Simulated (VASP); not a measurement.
Wanted: the native input for a VASP 6.6.1 run.

- Task: single point
- Functional: PBEsol
- Potentials or basis: VASP PAW PBE potentials, release 64 (Sr_sv, Tl_d)
- Cutoff: 520 eV
- k mesh: 12 × 12 × 12
- Occupations: gaussian, width 0.15 eV
- Spin: no spin polarisation
- Dipole correction: no
- Further INCAR settings: ALGO = Fast; EDIFF = 1e-06; NBANDS = 18

The structure of SrTl lies in POSCAR:

```
SrTl
1.0
    4.0320000000      0.0000000000      0.0000000000
    0.0000000000      4.0320000000      0.0000000000
    0.0000000000      0.0000000000      4.1328000000
Sr Tl
1 1
Direct
    0.0000000000      0.0000000000      0.0000000000
    0.5000000000      0.5000000000      0.5000000000
```

This cell differs from its parent crystal: strain +0.000 along x and y, +0.025 along z.

The input as run:

INCAR

```
  PREC = Accurate
  ENCUT = 520
  EDIFF = 1E-6
  ISMEAR = 0
  SIGMA = 0.15
  LREAL = F
  LASPH = T
  NELM = 60
  ALGO = Fast
  ISIF = 2
  LWAVE = F
  LCHARG = F
  GGA = PS
  NBANDS = 18
```

KPOINTS

```
Automatic mesh
0
Gamma
  12 12 12
```

Potentials or basis: VASP PAW PBE potentials, release 64 (Sr_sv, Tl_d).

The run is started by

```bash
$ cat potpaw_PBE.64/Sr_sv/POTCAR potpaw_PBE.64/Tl_d/POTCAR > POTCAR
$ mpirun -np 1 vasp_std > vasp.out
```

Results of the run:

```yaml
Pressure: -1.0 GPa
```

Caveat: the cell differs from its parent crystal (strain +0.000 along x and y, +0.025 along z); the PAW data sets were made with another functional, which shifts forces and pressure a little.

Run time: 85 s on 1 thread of Intel(R) Xeon(R) 6975P-C (Granite Rapids) (shared host), peak memory 0.36 GiB.
